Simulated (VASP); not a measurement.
# In13Se11 (a cell with a defect) in VASP: single point with PBE0

Aim: the single point of In13Se11 (a cell with a defect) with PBE0.

All numbers are computed with VASP 6.6.1; they aren't measurements. Logs are shortened: lines on timing, memory, paths and dates and some standing lists are left out, and cuts for length are marked.

## (1) The cell of the first run

The cell holds a defect, 24 atoms: a = 7.947 Å, b = 11.921 Å, c = 8.447 Å, α = 76.40°, β = 76.40°, γ = 60.00°.

## (2) Single point, PBE0

Input file POSCAR:

```
In13Se11
1.0
   -3.9736966564      6.8826445028      0.0000000000
  -11.9210899693      0.0000000000      0.0000000000
   -1.9868483282      1.1471074171      8.1298164551
In Se
13 11
Direct
    0.4183828696      0.3375326736      0.3205263717
    0.2085132278      0.3681526756      0.0630371130
    0.3947557882      0.6719753439      0.3767761795
    0.5222572573      0.6398390440      0.0481487188
    0.5015183850      0.3366269595      0.8095819645
    0.4094736629      0.9996263473      0.3034078036
    0.5227098538      0.9914572570     -0.0339301812
    0.9227777166      0.3422214112      0.2960334211
    1.0520508615      0.3230713148     -0.1588352119
    0.8963436901      0.6741174831      0.3684582729
    1.0293503650      0.6353138830      0.0393258357
    0.9211688658      0.9879348799      0.3135923330
    1.0270499470      0.9848951564     -0.0250682217
    0.2540346914      0.0757097334      0.7734714026
    0.0501840056      0.0935618390      0.4618326921
    0.0649390756      0.4189936720      0.5253364821
    0.2386909811      0.7508338656      0.8684165126
    0.0347043685      0.7676635374      0.5316003649
    0.7632291600      0.0759645499      0.7770889785
    0.5581051454      0.0867063616      0.4655676118
    0.6897045307      0.3780708559      1.0247700010
    0.5841870389      0.4183342316      0.4987279532
    0.7324264691      0.7510290420      0.8692810750
    0.5303480431      0.7749719022      0.5214163472
```

Input file INCAR.step1:

```
SYSTEM = In13Se11
ALGO = Normal
EDIFF = 1E-5
ENCUT = 400
GGA = PE
GGA_COMPAT = .FALSE.
ISIF = 2
ISMEAR = -1
LASPH = .TRUE.
LREAL = .FALSE.
LWAVE = .TRUE.
NBANDS = 136
NELECT = 236.0
NELM = 120
PREC = Accurate
SIGMA = 0.01
```

Input file INCAR.step2:

```
SYSTEM = In13Se11
AEXX = 0.25
ALGO = Normal
EDIFF = 1E-6
ENCUT = 400
GGA = PE
GGA_COMPAT = .FALSE.
ISIF = 2
ISMEAR = -1
ISTART = 1
LASPH = .TRUE.
LCHARG = .TRUE.
LELF = .TRUE.
LHFCALC = .TRUE.
LREAL = .FALSE.
LVHAR = .TRUE.
LWAVE = .FALSE.
NBANDS = 136
NELECT = 236.0
NELM = 120
PREC = Accurate
PRECFOCK = Fast
SIGMA = 0.01
```

Input file KPOINTS:

```
Automatic mesh
0
Gamma
  1 1 1
  0.25 0.25 0.25
```

Potentials or basis: VASP PAW PBE potentials, release 64 (In_d, Se).

On the command line:

```
$ cat potpaw_PBE.64/In_d/POTCAR potpaw_PBE.64/Se/POTCAR > POTCAR
$ cp INCAR.step1 INCAR
$ mpirun -np 1 vasp_std > vasp.out
$ cp INCAR.step2 INCAR
$ mpirun -np 1 vasp_std > vasp.out
```

OUTCAR:

```text
SYSTEM = In13Se11
   AEXX = 0.25
   EDIFF = 1E-6
   ENCUT = 400
   GGA = PE
   ISIF = 2
   ISMEAR = -1
   ISTART = 1
   LASPH = .TRUE.
   LHFCALC = .TRUE.
   LREAL = .FALSE.
   NELECT = 236.0
   NELM = 120
   PREC = Accurate
   PRECFOCK = Fast

 ion  position               nearest neighbor table
   1  0.418  0.338  0.321-  20 2.70  16 2.76  22 2.80   2 2.89  21 3.01   8 3.96   8 3.99
   2  0.209  0.368  0.063-   5 2.70   8 2.73  11 2.74   9 2.75   1 2.89
   3  0.395  0.672  0.377-  24 2.61  18 2.62  22 2.68   4 2.77  12 3.80   6 3.87  10 3.97  10 3.98

   4  0.522  0.640  0.048-  17 2.61  23 2.63  21 2.75   3 2.77   8 3.93  11 3.96  11 3.99
   5  0.502  0.337  0.810-  22 2.63   2 2.70  19 2.78  21 2.87   9 3.60   7 3.94
   6  0.409  1.000  0.303-  15 2.63  20 2.65  24 2.73   7 2.79   3 3.87  10 3.91  12 3.93   8 3.98
                            12 4.02
   7  0.523  0.991  0.966-  14 2.63  19 2.64  23 2.71   6 2.79   5 3.94  13 3.96   9 3.98  13 3.99

   8  0.923  0.342  0.296-  22 2.67   2 2.73  15 2.74  16 2.96  21 3.10   9 3.77   4 3.93   1 3.96
                             6 3.98   1 3.99  11 4.02
   9  0.052  0.323  0.841-  16 2.64  14 2.69   2 2.75  21 2.76   5 3.60   8 3.77   7 3.98  13 4.02

  10  0.896  0.674  0.368-  18 2.65  24 2.65  16 2.77  11 2.79  12 3.76   6 3.91   3 3.97   3 3.98

  11  0.029  0.635  0.039-  23 2.63  17 2.64   2 2.74  10 2.79   4 3.96   4 3.99   8 4.02
  12  0.921  0.988  0.314-  15 2.62  20 2.63  18 2.69  13 2.79  10 3.76   3 3.80   6 3.93   6 4.02

  13  0.027  0.985  0.975-  19 2.62  14 2.64  17 2.68  12 2.79   7 3.96   7 3.99   9 4.02
  14  0.254  0.076  0.773-   7 2.63  13 2.64   9 2.69
  15  0.050  0.094  0.462-  12 2.62   6 2.63   8 2.74
  16  0.065  0.419  0.525-   9 2.64   1 2.76  10 2.77   8 2.96
  17  0.239  0.751  0.868-   4 2.61  11 2.64  13 2.68
  18  0.035  0.768  0.532-   3 2.62  10 2.65  12 2.69
  19  0.763  0.076  0.777-  13 2.62   7 2.64   5 2.78
  20  0.558  0.087  0.466-  12 2.63   6 2.65   1 2.70
  21  0.690  0.378  0.025-   4 2.75   9 2.76   5 2.87   1 3.01   8 3.10
  22  0.584  0.418  0.499-   5 2.63   8 2.67   3 2.68   1 2.80
  23  0.732  0.751  0.869-   4 2.63  11 2.63   7 2.71
  24  0.530  0.775  0.521-   3 2.61  10 2.65   6 2.73

  LATTYP: Found a triclinic cell.
 ALAT       =     7.9473933128
 B/A-ratio  =     3.5733837626
 C/A-ratio  =     1.2766236245
 COS(alpha) =     0.0253107477
 COS(beta)  =     0.5874871698
 COS(gamma) =     0.7695786914

  Lattice vectors:

 A1 = (  -3.9736966564,   6.8826445028,   0.0000000000)
 A2 = (  -3.9736966563,  22.9421483426,  16.2596329102)
 A3 = (  -1.9868483282,   5.7355370857,  -8.1298164551)

Analysis of symmetry for initial positions (statically):
=====================================================================
 Subroutine PRICEL returns:
 Original cell was already a primitive cell.

 Routine SETGRP: Setting up the symmetry group for a
 triclinic supercell.

 Subroutine GETGRP returns: Found  1 space group operations
 (whereof  1 operations were pure point group operations)
 out of a pool of  2 trial point group operations.

The static configuration has the point symmetry C_1 .

Analysis of symmetry for dynamics (positions and initial velocities):
=====================================================================
 Subroutine PRICEL returns:
 Original cell was already a primitive cell.

 Routine SETGRP: Setting up the symmetry group for a
 triclinic supercell.

 Subroutine GETGRP returns: Found  1 space group operations
 (whereof  1 operations were pure point group operations)
 out of a pool of  2 trial point group operations.

The dynamic configuration has the point symmetry C_1 .

 Subroutine INISYM returns: Found  1 space group operations
 (whereof  1 operations are pure point group operations),
 and found     1 'primitive' translations

----------------------------------------------------------------------------------------

                                     Primitive cell

  volume of cell :     667.0403

  direct lattice vectors                    reciprocal lattice vectors
    -3.973696656  6.882644503  0.000000000     0.000000000  0.145292990 -0.020500668
   -11.921089969  0.000000000  0.000000000    -0.083884947 -0.048430997 -0.013667112
    -1.986848328  1.147107417  8.129816455     0.000000000  0.000000000  0.123004007

  length of vectors
     7.947393313 11.921089969  8.447327228     0.146732172  0.097821448  0.123004007

  position of ions in fractional coordinates (direct lattice)
     0.418382870  0.337532674  0.320526372
     0.208513228  0.368152676  0.063037113
     0.394755788  0.671975344  0.376776179
     0.522257257  0.639839044  0.048148719
     0.501518385  0.336626960  0.809581964
     0.409473663  0.999626347  0.303407804
[... 16 lines left out ...]
     0.732426469  0.751029042  0.869281075
     0.530348043  0.774971902  0.521416347

  ion indices of the primitive-cell ions
   primitive index   ion index
                 1           1
                 2           2
                 3           3
                 4           4
                 5           5
                 6           6
[... 16 lines left out ...]
                23          23
                24          24

----------------------------------------------------------------------------------------

 KPOINTS: Automatic mesh

Automatic generation of k-mesh.
 Grid dimensions read from file:
 generate k-points for:    1    1    1

 Generating k-lattice:

  Cartesian coordinates                     Fractional coordinates (reciprocal lattice)
     0.000000000  0.145292990 -0.020500668     1.000000000  0.000000000 -0.000000000
    -0.083884947 -0.048430997 -0.013667112     0.000000000  1.000000000  0.000000000
     0.000000000  0.000000000  0.123004007     0.000000000  0.000000000  1.000000000

  Length of vectors
     0.146732172  0.097821448  0.123004007

  Shift w.r.t. Gamma in fractional coordinates (k-lattice)
     0.250000000  0.250000000  0.250000000

 Subroutine IBZKPT returns following result:
 ===========================================

 Found      1 irreducible k-points:

 Following reciprocal coordinates:
            Coordinates               Weight
  0.250000  0.250000  0.250000      2.000000
   k-points           NKPTS =      1   k-points in BZ     NKDIM =      2   number of bands    NBANDS=    136
   number of dos      NEDOS =    301   number of ions     NIONS =     24
   total plane-waves  NPLWV = 241920
   dimension x,y,z NGX =    54 NGY =   80 NGZ =   56
   dimension x,y,z NGXF=   108 NGYF=  160 NGZF=  112
   ions per type =              13  11
   NGX,Y,Z   is equivalent  to a cutoff of  11.30, 11.16, 11.02 a.u.
   NGXF,Y,Z  is equivalent  to a cutoff of  22.59, 22.31, 22.04 a.u.
 SYSTEM =  In13Se11
   PREC   = accura    normal or accurate (medium, high low for compatibility)
   ISTART =      1    job   : 0-new  1-cont  2-samecut
   ICHARG =      0    charge: 1-file 2-atom 10-const
   ISPIN  =      1    spin polarized calculation?
   LNONCOLLINEAR =      F non collinear calculations
   LSORBIT =      F    spin-orbit coupling
   LASPH  =      T    aspherical Exc in radial PAW
   ENCUT  =  400.0 eV  29.40 Ry    5.42 a.u.  12.96 19.44 13.78*2*pi/ulx,y,z
   NELM   =    120;   NELMIN=  2; NELMDL=  0     # of ELM steps
   EDIFF  = 0.1E-05   stopping-criterion for ELM
   LREAL  =      F    real-space projection
   EDIFFG = 0.1E-04   stopping-criterion for IOM
   NSW    =      0    number of steps for IOM
   IBRION =     -1    ionic relax: 0-MD 1-quasi-New 2-CG
   NFREE  =      0    steps in history (QN), initial steepest desc. (CG)
   ISIF   =      2    stress and relaxation
   ISYM   =      3    0-nonsym 1-usesym 2-fastsym
   POTIM  = 0.5000    time-step for ionic-motion
   TEBEG  =    0.0;   TEEND  =   0.0 temperature during run
   PSTRESS=    0.0 pullay stress
   NELECT =     236.0000    total number of electrons
   NUPDOWN=      -1.0000    fix difference up-down
   EMIN   =  10.00;   EMAX   =-10.00  energy-range for DOS
   EFERMI =   0.00;   METHOD = LEGACY
   ISMEAR =    -1;   SIGMA  =   0.01  broadening in eV -4-tet -1-fermi 0-gaus
   EFERMI_NEDOS =   21; number of points for ismear=-14 and -15
   IALGO  =     38    algorithm
   IMIX   =      1    mixing-type and parameters
     AMIX     =   0.40;   BMIX     =  1.00
     AMIX_MAG =   1.60;   BMIX_MAG =  1.00
  volume/ion in A,a.u.               =      27.79       187.56
  Fermi-wavevector in a.u.,A,eV,Ry     =   1.157874  2.188066 18.240968  1.340673
  Thomas-Fermi vector in A             =   2.294482
   LORBIT       =      0    0 simple, 1 ext, 2 COOP (PROOUT), +10 PAW based schemes
   GGA     = PE    functional components
   LHFCALC =     T    Hartree Fock is set to
   PRECFOCK=fast      Normal, Fast or Accurate (Low or Medium for compatibility)
   ENCUT4O =  -1.0   cutoff for four orbital integrals eV
   NKREDX  =     1    reduce k-point grid by
   NKREDY  =     1    reduce k-point grid by
   NKREDZ  =     1    reduce k-point grid by
   AEXX    =    0.2500 exact exchange contribution
   HFSCREEN=    0.0000 screening length (either q_TF or 0.3 A-1)
   HFSCREENC=   0.0000 screening length for correlation (either q_TF or 0.3 A-1)
   ENCUTFOCK=  -1.0 apply spherical cutoff to Coloumb kernel
   IVDW    =     0    specifies the selected vdW correction
   LEPSILON=     F    determine dielectric tensor
   LRPA    =     F    only Hartree local field effects (RPA)
 non-spin polarized calculation
  energy-cutoff  :      400.00
  volume of cell :      667.04
 maximum number of plane-waves:     12120
 NGX is ok and might be reduce to    54
  NGX = 28; NGY = 42; NGZ = 30

 number of electron     235.9999974 magnetization

 Free energy of the ion-electron system (eV)
  ---------------------------------------------------
  ext. energy  EPLUGINS =         0.00000000
  ---------------------------------------------------
  free energy    TOTEN  =      -105.70147223 eV

  energy without entropy =     -105.70147223  energy(sigma->0) =     -105.70147223

 E-fermi :   4.2989     XC(G=0):  -7.3488

 val. band max:        4.0111760231   @ k =   0.2500   0.2500   0.2500
 cond. band min:       6.1897418323   @ k =   0.2500   0.2500   0.2500
 fundamental gap:      2.1785658092
 Fermi energy:         4.2989337484

 k-point     1 :       0.2500    0.2500    0.2500
  band No.  band energies     occupation
      1     -12.8538      2.00000
      2     -12.8468      2.00000
      3     -12.8225      2.00000
      4     -12.7919      2.00000
      5     -12.7615      2.00000
      6     -12.7411      2.00000
[... 122 lines left out ...]
    129       8.3058      0.00000
    130       8.5689      0.00000
 [bands above 130 left out]

------------------------ aborting loop because EDIFF is reached ----------------------------------------

  FORCE on cell =-STRESS in cart. coord.  units (eV):
  Direction    XX          YY          ZZ          XY          YZ          ZX
  --------------------------------------------------------------------------------------
  -------------------------------------------------------------------------------------
  Total       13.9825025     18.5023592     16.2831870     -2.5013982     -1.9784873      0.7318214
  in kB       33.5848523     44.4411865     39.1109125     -6.0081582     -4.7521681      1.7577764
  external PRESSURE =      39.0456504 kB  Pullay stress =       0.0000000 kB

 VOLUME and BASIS-vectors are now :
 -----------------------------------------------------------------------------
  energy-cutoff  :      400.00
  volume of cell :      667.04
      direct lattice vectors                 reciprocal lattice vectors
    -3.973696656  6.882644503  0.000000000     0.000000000  0.145292990 -0.020500668
   -11.921089969  0.000000000  0.000000000    -0.083884947 -0.048430997 -0.013667112
    -1.986848328  1.147107417  8.129816455     0.000000000  0.000000000  0.123004007

 POSITION                                       TOTAL-FORCE (eV/Angst)
 -----------------------------------------------------------------------------------
     -6.32312      3.24726      2.60582         0.116803     -0.018870      0.044300
     -5.34259      1.50743      0.51248        -0.039622     -0.020764     -0.027742
    -10.32792      3.14917      3.06312        -0.054434     -0.029874      0.108069
     -9.79853      3.64974      0.39144        -0.024105     -0.006378     -0.137909
     -7.61436      4.38045      6.58175         0.007669      0.095392     -0.070847
    -14.14659      3.16630      2.46665        -0.042239     -0.026850      0.130705
[... 16 lines left out ...]
    -13.59066      6.03819      7.06710         0.054230     -0.040077      0.159546
    -12.38193      4.24832      4.23902         0.060070      0.063853     -0.182369
 -----------------------------------------------------------------------------------
    total drift:                                0.003179      0.001313      0.004721

  FREE ENERGIE OF THE ION-ELECTRON SYSTEM (eV)
  ---------------------------------------------------
  free  energy   TOTEN  =      -105.7014722347 eV

  energy  without entropy=     -105.7014722347  energy(sigma->0) =     -105.70147223
```

It took 42 min on 1 thread of Intel Xeon 8259CL, shared host; peak memory 0.64 GiB.

Results:

```yaml
Free_energy: -105.7015 eV
Largest_force: 0.280 eV/Å
```

Forces on the atoms (eV/Å):
```
In   0.117 -0.019  0.044
In  -0.040 -0.021 -0.028
In  -0.054 -0.030  0.108
In  -0.024 -0.006 -0.138
In   0.008  0.095 -0.071
In  -0.042 -0.027  0.131
In   0.013  0.021 -0.121
In   0.032  0.015  0.082
In  -0.009  0.003 -0.043
In  -0.037 -0.034  0.135
In  -0.048 -0.036 -0.076
In  -0.063 -0.040  0.127
In   0.015  0.002 -0.156
Se  -0.012 -0.029  0.278
Se   0.046  0.024 -0.247
Se  -0.053 -0.018  0.107
Se   0.031  0.001  0.163
Se   0.046  0.074 -0.194
Se  -0.021 -0.015  0.267
Se  -0.013  0.043 -0.243
Se  -0.053  0.031 -0.103
Se   0.046 -0.057 -0.002
Se   0.054 -0.040  0.160
Se   0.060  0.064 -0.182
```

Caveat: the k points lie up to 0.83 Å⁻¹ apart, too coarse for converged energies, forces and pressures; the cell carries a net charge on a neutralising background, which shifts energy and pressure; the cell is charged against a uniform background, so pressure and absolute levels hang on convention; the PAW data sets were made with another functional, which shifts forces and pressure a little; spin-orbit coupling is left out, which moves the levels of the heavy elements.
